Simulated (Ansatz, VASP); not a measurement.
# PbO in VASP and in Ansatz

```
Pb O
1.0
     4.05235    0.00000    0.00000
     0.00000    4.05235    0.00000
     0.00000    0.00000    5.12050
Pb O
2 2
Direct
  0.00000 0.50000 0.23510
  0.50000 0.00000 0.76490
  0.00000 0.00000 0.00000
  0.50000 0.50000 0.00000
```

Change from the starting cell: volume scaled by 1.06, PAW files.

Alike in both runs: task electric field gradients; functional LDA; k mesh 7 × 7 × 6; occupations fermi-dirac, width 0.03 eV; no spin polarisation.

|  | VASP | Ansatz |
| --- | --- | --- |
| version | VASP 6.6.1 | Ansatz 0.2.0 |
| potentials or method | VASP PAW LDA potentials, release 64 (Pb_d, O) | PAW with Ansatz's default frozen-core files, scalar-relativistic |
| plane-wave cutoff (eV) | 520 | 420 |
| valence electrons in the cell | 40 | 40 |

Ansatz gave:

```
gap on the k mesh at the Fermi level (eV)                     : 1.54
pressure (GPa)                                                : -6.0
traceless stress, the component that is largest in VASP (GPa) : 0.81
rms of the force components (eV/Å)                            : 0.364
size of Vzz on the site where it differs most (V/Å²)          : 194.7
```

**Question.** What did VASP give for the same quantities?

**Answer.** gap on the k mesh at the Fermi level (eV): 1.52; pressure (GPa): -5.9; traceless stress, the component that is largest in VASP (GPa): 0.81; rms of the force components (eV/Å): 0.338; size of Vzz on the site where it differs most (V/Å²): 206.4.

LDA's correlation is that of Perdew and Zunger in VASP and of Perdew and Wang (1992) in Ansatz. Atom by atom the forces differ by 0.025 eV/Å (rms over components).

Spin-orbit coupling is off throughout.
